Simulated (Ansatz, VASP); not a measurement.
This is a calculation of CuAu for Ansatz 0.2.0.

File input.yaml:

```yaml
crystal:
  lattice:
    - [2.7533711214, 0.0, 0.0]
    - [0.0, 2.7533711214, 0.0]
    - [0.0, 0.0, 3.6097748106]
  atoms:
    - { symbol: Au, position: [0.0, 0.0, 0.0] }
    - { symbol: Cu, position: [0.5, 0.5, 0.5] }
kpoints:
  mp_grid: { grid: [9, 9, 7] }
scf:
  occupations: { method: fermi_dirac, width: 0.05 }
hamiltonian:
  xc: lda
  pseudopotentials: { kind: all_electron, lapw: { basis_error: 0.001 } }
output:
  forces: true
  stress: true
  eigenvalues: true
```

Potentials or basis: all-electron LAPW, scalar-relativistic.

The run is started by

```sh
$ ansatz run input.yaml --threads 1 --pin off --max-ram 3072MiB --backend cpu --events-out ev --progress --plain --runs-dir out
```

Q: Translate it to VASP 6.6.1. Potentials there: VASP PAW LDA potentials, release 64 (Au, Cu).

A: As run (the cutoff follows the program's own potentials):

The input INCAR:

```
SYSTEM = CuAu
PREC = Accurate
ENCUT = 520
EDIFF = 1E-7
ISMEAR = -1
SIGMA = 0.05
LREAL = .FALSE.
LASPH = .TRUE.
NELM = 60
ALGO = Normal
ISIF = 2
LWAVE = .FALSE.
LCHARG = .FALSE.
NBANDS = 18
```

File KPOINTS:

```
Automatic mesh
0
G
  9 9 7
  0 0 0
```

The input POSCAR:

```
CuAu
1.0
    2.7533711214      0.0000000000      0.0000000000
    0.0000000000      2.7533711214      0.0000000000
    0.0000000000      0.0000000000      3.6097748106
Au Cu
1 1
Direct
    0.0000000000      0.0000000000      0.0000000000
    0.5000000000      0.5000000000      0.5000000000
```

Potentials or basis: VASP PAW LDA potentials, release 64 (Au, Cu).

Command:

```console
$ cat potpaw_LDA.64/Au/POTCAR potpaw_LDA.64/Cu/POTCAR > POTCAR
$ mpirun -np 1 vasp_std > vasp.out
```

Both were run:

|  | VASP | Ansatz | Ansatz less VASP |
| --- | --- | --- | --- |
| gap on the k mesh at the Fermi level (eV) | none | none | - |
| pressure (GPa) | 2.0 | 1.4 | -0.60 |
| traceless stress, the component that is largest in VASP (GPa) | -0.82 | -0.79 | +0.025 |

LDA's correlation is that of Perdew and Zunger in VASP and of Perdew and Wang (1992) in Ansatz. A gap of «none» marks a metal or a gap that the smearing closes. Ansatz ran all-electron here, and VASP with PAW potentials.

Neither program's run includes spin-orbit coupling.
